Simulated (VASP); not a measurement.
Crystal: TiSe.

```
Ti Se
1.0
     4.17836    0.00000    0.00000
     0.00000    4.17836    0.00000
     0.00000    0.00000    5.98442
Ti Se
2 2
Direct
  0.50000 0.50000 0.00000
  0.00000 0.00000 0.00000
  0.50000 0.00000 0.23944
  0.00000 0.50000 0.76056
```

| Item | Value |
| --- | --- |
| Program | VASP 6.6.1 |
| Task | relaxation of cell and atoms |
| Functional | PBEsol |
| Dispersion | D3(BJ) |
| Potentials or basis | VASP PAW PBE potentials, release 64 (Ti_sv, Se) |
| Cutoff | 600 eV |
| k mesh | 6 × 6 × 4, shifted |
| Occupations | methfessel-paxton, width 0.3 eV |
| Spin | no spin polarisation |

At the start: pressure -4.9 GPa; volume 26.12 Å³/atom.

Q: Where does the relaxation end?

A: Over 26 steps the energy falls by 106.1 meV/atom and the volume is 19.87 Å³/atom (-23.9 %); space group P4/nmm (No. 129, to 0.1 Å) before and after.

Step by step:
```
step  energy change (eV)  largest force (eV/Å)  pressure (GPa)  volume (Å³)
   1              0.0000                0.3181           -4.86       104.48
   2             -0.0155                1.3809            5.02        92.96
   3             -0.1043                0.5027           -0.29        98.22
   4             -0.1310                0.4755           -0.28        96.92
   5             -0.2065                0.4023           -0.15        93.05
   6             -0.3224                0.2703            0.87        85.53
   7             -0.2190                0.1358            8.70        71.32
   8             -0.3347                0.4853            3.21        81.68
   9             -0.3378                0.4674            4.80        77.84
  10             -0.3497                0.3746            4.33        77.71
  11             -0.3733                0.0889            2.99        77.33
  12             -0.3664                0.4716            0.72        76.53
  13             -0.3792                0.1419            2.03        77.01
  14             -0.3852                0.1404            1.72        77.37
  15             -0.3990                0.1397            0.85        78.49
  16             -0.4093                0.1526           -0.74        80.74
  17             -0.4127                0.0817           -0.43        80.66
  18             -0.4161                0.0861            0.34        80.48
  19             -0.4178                0.0698            0.05        80.69
  20             -0.4189                0.0399           -0.49        81.07
  21             -0.4202                0.0804           -0.26        80.78
  22             -0.4207                0.1228           -0.01        80.48
  23             -0.4218                0.0964           -0.12        80.35
  24             -0.4238                0.0158           -0.40        79.96
  25             -0.4240                0.0194           -0.54        79.79
  26             -0.4246                0.0078           -0.30        79.48
```

Final structure:
```yaml
crystal:
  lattice:
    - [4.10812, 0.00000, 0.00000]
    - [0.00000, 4.10812, 0.00000]
    - [0.00000, 0.00000, 4.70970]
  atoms:
    - { symbol: Ti, position: [0.50000, 0.50000, 0.00000] }
    - { symbol: Ti, position: [0.00000, 0.00000, 0.00000] }
    - { symbol: Se, position: [0.50000, 0.00000, 0.30095] }
    - { symbol: Se, position: [0.00000, 0.50000, 0.69905] }
```

Caveat: the volume moved by over 15 % at a fixed basis, so the end points are rough; so wide a smearing shifts energies and pressures; the PAW data sets were made with another functional, which shifts forces and pressure a little.
